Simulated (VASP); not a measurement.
# GaN (P6_3mc) in VASP: further runs

GaN is run at these levels: PBE; tasks: G0W0 quasiparticle levels.

All numbers are computed with VASP 6.6.1; they aren't measurements. Logs are shortened: lines on timing, memory, paths and dates and some standing lists are left out, and cuts for length are marked.

## 1. The cell of the first run

It takes space group P6_3mc (No. 186, hexagonal). Conventional cell: a = 3.190 Å, b = 3.190 Å, c = 5.186 Å, α = 90.00°, β = 90.00°, γ = 120.00°. Ga (site symmetry 3m) has 4 N at 1.95 to 1.96 Å within 2.6 Å. Within 2.6 Å of N (site symmetry 3m) lie 4 Ga at 1.95 to 1.96 Å.

## 2. G0W0 quasiparticle levels, PBE

Contents of POSCAR:

```
GaN
1.0
    3.1900000000      0.0000000000      0.0000000000
   -1.5950000000      2.7626210381      0.0000000000
    0.0000000000      0.0000000000      5.1860000000
Ga N
2 2
Direct
    0.3333333333      0.6666666667      0.0000000000
    0.6666666667      0.3333333333      0.5000000000
    0.3333333333      0.6666666667      0.3789000000
    0.6666666667      0.3333333333      0.8789000000
```

Contents of INCAR.step1:

```
SYSTEM = GaN
  PREC = Accurate
  ENCUT = 500
  EDIFF = 1E-8
  ISMEAR = 0
  SIGMA = 0.01
  LREAL = .False.
  LASPH = .True.
  NELM = 60
  ALGO = Normal
  LWAVE = .True.
  LCHARG = .False.
  GGA = PE
```

Contents of INCAR.step2:

```
SYSTEM = GaN
  PREC = Accurate
  ENCUT = 500
  EDIFF = 1E-8
  ISMEAR = 0
  SIGMA = 0.01
  LREAL = .False.
  LASPH = .True.
  NELM = 1
  ALGO = Exact
  LWAVE = .True.
  LCHARG = .False.
  GGA = PE
  NBANDS = 460
  LOPTICS = .True.
  ISTART = 1
```

Contents of INCAR.step3:

```
SYSTEM = GaN
  PREC = Accurate
  ENCUT = 500
  EDIFF = 1E-8
  ISMEAR = 0
  SIGMA = 0.01
  LREAL = .False.
  LASPH = .True.
  ALGO = EVGW0
  LWAVE = .False.
  LCHARG = .False.
  GGA = PE
  NELMGW = 1
  NBANDS = 460
  ENCUTGW = 180.0
  NOMEGA = 48
  PRECFOCK = Fast
  ISTART = 1
  NBANDSGW = 26
```

Contents of KPOINTS:

```
regular mesh
0
Gamma
  2 2 2
  0 0 0
```

Potentials or basis: VASP PAW PBE potentials, release 64 (Ga_d_GW, N_GW).

Run with:

```console
> cat potpaw_PBE.64/Ga_d_GW/POTCAR potpaw_PBE.64/N_GW/POTCAR > POTCAR
> cp INCAR.step1 INCAR
> mpirun -np 1 vasp_std > vasp.out
> cp INCAR.step2 INCAR
> mpirun -np 1 vasp_std > vasp.out
> cp INCAR.step3 INCAR
> mpirun -np 1 vasp_std > vasp.out
```

OUTCAR:

```text
SYSTEM = GaN
   PREC = Accurate
   ENCUT = 500
   EDIFF = 1E-8
   ISMEAR = 0
   LREAL = .False.
   LASPH = .True.
   GGA = PE
   NELMGW = 1
   ENCUTGW = 180.0
   PRECFOCK = Fast
   ISTART = 1

 ion  position               nearest neighbor table
   1  0.333  0.667  0.000-   4 1.95   4 1.95   4 1.95   3 1.96
   2  0.667  0.333  0.500-   3 1.95   3 1.95   3 1.95   4 1.96
   3  0.333  0.667  0.379-   2 1.95   2 1.95   2 1.95   1 1.96
   4  0.667  0.333  0.879-   1 1.95   1 1.95   1 1.95   2 1.96

  LATTYP: Found a hexagonal cell.
 ALAT       =     3.1900000000
 C/A-ratio  =     1.6257053292

  Lattice vectors:

 A1 = (   3.1900000000,   0.0000000000,   0.0000000000)
 A2 = (  -1.5950000000,   2.7626210381,   0.0000000000)
 A3 = (   0.0000000000,   0.0000000000,   5.1860000000)

Analysis of symmetry for initial positions (statically):
=====================================================================
 Subroutine PRICEL returns:
 Original cell was already a primitive cell.

 Routine SETGRP: Setting up the symmetry group for a
 hexagonal supercell.

 Subroutine GETGRP returns: Found 12 space group operations
 (whereof  6 operations were pure point group operations)
 out of a pool of 24 trial point group operations.

The static configuration has the point symmetry C_3v.
 The point group associated with its full space group is C_6v.

Analysis of symmetry for dynamics (positions and initial velocities):
=====================================================================
 Subroutine PRICEL returns:
 Original cell was already a primitive cell.

 Routine SETGRP: Setting up the symmetry group for a
 hexagonal supercell.

 Subroutine GETGRP returns: Found 12 space group operations
 (whereof  6 operations were pure point group operations)
 out of a pool of 24 trial point group operations.

The dynamic configuration has the point symmetry C_3v.
 The point group associated with its full space group is C_6v.

 Subroutine INISYM returns: Found 12 space group operations
 (whereof  6 operations are pure point group operations),
 and found     1 'primitive' translations

----------------------------------------------------------------------------------------

                                     Primitive cell

  volume of cell :      45.7030

  direct lattice vectors                    reciprocal lattice vectors
     3.190000000  0.000000000  0.000000000     0.313479624  0.180987545  0.000000000
    -1.595000000  2.762621038  0.000000000     0.000000000  0.361975090  0.000000000
     0.000000000  0.000000000  5.186000000     0.000000000  0.000000000  0.192826841

  length of vectors
     3.190000000  3.190000000  5.186000000     0.361975090  0.361975090  0.192826841

  position of ions in fractional coordinates (direct lattice)
     0.333333333  0.666666667  0.000000000
     0.666666667  0.333333333  0.500000000
     0.333333333  0.666666667  0.378900000
     0.666666667  0.333333333  0.878900000

  ion indices of the primitive-cell ions
   primitive index   ion index
                 1           1
                 2           2
                 3           3
                 4           4

----------------------------------------------------------------------------------------

 KPOINTS: regular mesh

Automatic generation of k-mesh.
 Grid dimensions read from file:
 generate k-points for:    2    2    2

 Generating k-lattice:

  Cartesian coordinates                     Fractional coordinates (reciprocal lattice)
     0.156739812  0.090493773  0.000000000     0.500000000  0.000000000  0.000000000
     0.000000000  0.180987545  0.000000000     0.000000000  0.500000000  0.000000000
     0.000000000  0.000000000  0.096413421     0.000000000  0.000000000  0.500000000

  Length of vectors
     0.180987545  0.180987545  0.096413421

  Shift w.r.t. Gamma in fractional coordinates (k-lattice)
     0.000000000  0.000000000  0.000000000

 Subroutine IBZKPT returns following result:
 ===========================================

 Found      4 irreducible k-points:

 Following reciprocal coordinates:
            Coordinates               Weight
  0.000000  0.000000  0.000000      1.000000
  0.500000  0.000000  0.000000      3.000000
  0.000000  0.000000  0.500000      1.000000
  0.500000  0.000000  0.500000      3.000000
   k-points           NKPTS =      4   k-points in BZ     NKDIM =      8   number of bands    NBANDS=    460
   number of dos      NEDOS =    301   number of ions     NIONS =      4
   total plane-waves  NPLWV =  23040
   dimension x,y,z NGX =    24 NGY =   24 NGZ =   40
   dimension x,y,z NGXF=    48 NGYF=   48 NGZF=   80
   ions per type =               2   2
   NGX,Y,Z   is equivalent  to a cutoff of  12.51, 12.51, 12.82 a.u.
   NGXF,Y,Z  is equivalent  to a cutoff of  25.02, 25.02, 25.65 a.u.
 SYSTEM =  GaN
   PREC   = accura    normal or accurate (medium, high low for compatibility)
   ISTART =      1    job   : 0-new  1-cont  2-samecut
   ICHARG =      0    charge: 1-file 2-atom 10-const
   ISPIN  =      1    spin polarized calculation?
   LNONCOLLINEAR =      F non collinear calculations
   LSORBIT =      F    spin-orbit coupling
   LASPH  =      T    aspherical Exc in radial PAW
   ENCUT  =  500.0 eV  36.75 Ry    6.06 a.u.   5.82  5.82  9.46*2*pi/ulx,y,z
   NELM   =     60;   NELMIN=  2; NELMDL=  0     # of ELM steps
   EDIFF  = 0.1E-07   stopping-criterion for ELM
   LREAL  =      F    real-space projection
   EDIFFG = 0.1E-06   stopping-criterion for IOM
   NSW    =      0    number of steps for IOM
   IBRION =     -1    ionic relax: 0-MD 1-quasi-New 2-CG
   NFREE  =      0    steps in history (QN), initial steepest desc. (CG)
   ISIF   =      0    stress and relaxation
   ISYM   =      3    0-nonsym 1-usesym 2-fastsym
   POTIM  = 0.5000    time-step for ionic-motion
   TEBEG  =    0.0;   TEEND  =   0.0 temperature during run
   PSTRESS=    0.0 pullay stress
   NELECT =      36.0000    total number of electrons
   NUPDOWN=      -1.0000    fix difference up-down
   EMIN   =  10.00;   EMAX   =-10.00  energy-range for DOS
   EFERMI =   0.00;   METHOD = LEGACY
   ISMEAR =     0;   SIGMA  =   0.01  broadening in eV -4-tet -1-fermi 0-gaus
   EFERMI_NEDOS =   21; number of points for ismear=-14 and -15
   IALGO  =     38    algorithm
   IMIX   =      4    mixing-type and parameters
     AMIX     =   0.40;   BMIX     =  1.00
     AMIX_MAG =   1.60;   BMIX_MAG =  1.00
  volume/ion in A,a.u.               =      11.43        77.10
  Fermi-wavevector in a.u.,A,eV,Ry     =   1.511915  2.857106 31.101397  2.285888
  Thomas-Fermi vector in A             =   2.621909
   LORBIT       =      0    0 simple, 1 ext, 2 COOP (PROOUT), +10 PAW based schemes
   GGA     = PE    functional components
   LHFCALC =     T    Hartree Fock is set to
   PRECFOCK=fast      Normal, Fast or Accurate (Low or Medium for compatibility)
   ENCUT4O =  -1.0   cutoff for four orbital integrals eV
   NKREDX  =     1    reduce k-point grid by
   NKREDY  =     1    reduce k-point grid by
   NKREDZ  =     1    reduce k-point grid by
   AEXX    =    1.0000 exact exchange contribution
   HFSCREEN=    0.0000 screening length (either q_TF or 0.3 A-1)
   HFSCREENC=   0.0000 screening length for correlation (either q_TF or 0.3 A-1)
   ENCUTFOCK=  -1.0 apply spherical cutoff to Coloumb kernel
   IVDW    =     0    specifies the selected vdW correction
   LEPSILON=     F    determine dielectric tensor
   LRPA    =     F    only Hartree local field effects (RPA)
   LRPAFORCE           =     F    calculate RPA forces
   ENCUTGW             = 180.0    cutoff for response function in eV
   ENCUTGWSOFT         = 144.0    soft cutoff for Coulomb kernel in GW response function in eV
   ENCUTLF             =  -1.0    cutoff for local field effects
   NELMGW              =     1    number of iterations in solving QP/BSE equation
   NELMHF              =     1    number of iterations in the inner HF iteration
   NKREDLFX            =     1    NKREDLFY  =   1   NKREDLFZ  =   1
 non-spin polarized calculation
 Gauss-broadening in eV      SIGMA  =   0.01
  energy-cutoff  :      500.00
  volume of cell :       45.70
 maximum number of plane-waves:      1182
 NGX is ok and might be reduce to    24
  NGX = 14; NGY = 14; NGZ = 24
   NGX = 11   NGY = 11   NGZ = 19
 maximum number of plane-waves:       264
 NGX is ok and might be reduce to    14

 QP shifts <psi_nk| G(iteration)W_0 |psi_nk>: iteration 1
 for sc-GW calculations column KS-energies equals QP-energies in previous step
 and V_xc(KS)=  KS-energies - (<T + V_ion + V_H > + <T+V_H+V_ion>^1  + <V_x>^1)

 k-point   1 :       0.0000    0.0000    0.0000
  band No.  KS-energies  QP-energies   sigma(KS)   V_xc(KS)     V^pw_x(r,r')   Z            occupation Imag(sigma)

      1     -10.6300     -11.8111     -16.5911     -14.7883     -24.4302       0.6551       2.0000       1.0342
      2      -9.8126     -11.6442     -21.0329     -18.3714     -29.7483       0.6882       2.0000       0.6886
      3      -8.3938     -11.0148     -25.1385     -21.5144     -34.8555       0.7232       2.0000       0.2931
      4      -8.3692     -10.9797     -25.1615     -21.5315     -34.9310       0.7191       2.0000       0.2976
      5      -8.3692     -10.9797     -25.1615     -21.5315     -34.9310       0.7191       2.0000       0.2976
      6      -8.3101     -10.9523     -25.2385     -21.5876     -34.9930       0.7237       2.0000       0.2898
[... 18 lines left out ...]
     25      16.8583      17.3338     -11.5067     -12.1227      -5.4001       0.7719       0.0000      -0.2358
     26      16.8583      17.3338     -11.5067     -12.1227      -5.4001       0.7719       0.0000      -0.2358

 k-point   2 :       0.5000    0.0000    0.0000
  band No.  KS-energies  QP-energies   sigma(KS)   V_xc(KS)     V^pw_x(r,r')   Z            occupation Imag(sigma)

      1      -9.8061     -11.6076     -20.8707     -18.2642     -29.5979       0.6911       2.0000       0.7328
      2      -9.6651     -11.6669     -22.0245     -19.1862     -31.0395       0.7053       2.0000       0.6442
      3      -8.3301     -10.9640     -25.0952     -21.4622     -34.7505       0.7250       2.0000       0.2828
      4      -8.3047     -10.9421     -25.2341     -21.5819     -34.9661       0.7221       2.0000       0.2814
      5      -8.2162     -10.8794     -25.3019     -21.6266     -35.0098       0.7246       2.0000       0.2648
      6      -8.1722     -10.8426     -25.2897     -21.6114     -34.9443       0.7260       2.0000       0.2547
[... 18 lines left out ...]
     25      17.7265      17.9878     -11.3624     -11.7019      -5.4713       0.7698       0.0000      -0.2757
     26      18.4799      18.8717     -11.9673     -12.4935      -5.2426       0.7444       0.0000      -0.3820

 k-point   3 :       0.0000    0.0000    0.5000
  band No.  KS-energies  QP-energies   sigma(KS)   V_xc(KS)     V^pw_x(r,r')   Z            occupation Imag(sigma)

      1     -10.0959     -11.5176     -18.4522     -16.3288     -26.5683       0.6695       2.0000       0.8913
      2     -10.0959     -11.5176     -18.4522     -16.3288     -26.5683       0.6695       2.0000       0.8913
      3      -8.3501     -10.9754     -25.1776     -21.5387     -34.9326       0.7214       2.0000       0.2938
      4      -8.3501     -10.9754     -25.1776     -21.5387     -34.9326       0.7214       2.0000       0.2938
      5      -8.3501     -10.9754     -25.1776     -21.5387     -34.9326       0.7214       2.0000       0.2938
      6      -8.3501     -10.9754     -25.1776     -21.5387     -34.9326       0.7214       2.0000       0.2938
[... 18 lines left out ...]
     25      15.5437      15.8928     -10.9459     -11.3925      -5.1715       0.7816       0.0000      -0.1953
     26      15.5437      15.8928     -10.9459     -11.3925      -5.1715       0.7816       0.0000      -0.1953

 k-point   4 :       0.5000    0.0000    0.5000
  band No.  KS-energies  QP-energies   sigma(KS)   V_xc(KS)     V^pw_x(r,r')   Z            occupation Imag(sigma)

      1      -9.6836     -11.5986     -21.5715     -18.8297     -30.4545       0.6984       2.0000       0.6766
      2      -9.6836     -11.5986     -21.5715     -18.8297     -30.4545       0.6984       2.0000       0.6766
      3      -8.3318     -10.9637     -25.0499     -21.4123     -34.6998       0.7235       2.0000       0.2835
      4      -8.3318     -10.9637     -25.0499     -21.4123     -34.6998       0.7235       2.0000       0.2835
      5      -8.2090     -10.8682     -25.3857     -21.7174     -35.1524       0.7249       2.0000       0.2796
      6      -8.2090     -10.8682     -25.3857     -21.7174     -35.1524       0.7249       2.0000       0.2796
[... 18 lines left out ...]
     25      17.4864      17.9521     -12.0778     -12.6865      -5.9600       0.7652       0.0000      -0.2759
     26      17.4864      17.9521     -12.0778     -12.6865      -5.9600       0.7652       0.0000      -0.2759
```

It took 2.2 min on 1 thread of Intel Xeon Platinum 8259CL at 2.50GHz (Skylake/Cascade Lake), shared host; peak memory 0.34 GiB.

What came out:

* Quasiparticle gap: 2.80 eV
* Least direct quasiparticle gap: 2.80 eV
* Band gap of the starting levels on the mesh: 1.81 eV
* Least direct gap of the starting levels on the mesh: 1.81 eV

Caveat: the k points lie up to 1.14 Å⁻¹ apart; bands, screening cutoff and mesh are small and nothing is extrapolated, so the quasiparticle values aren't converged.

(Continued in part 2 of 2.)
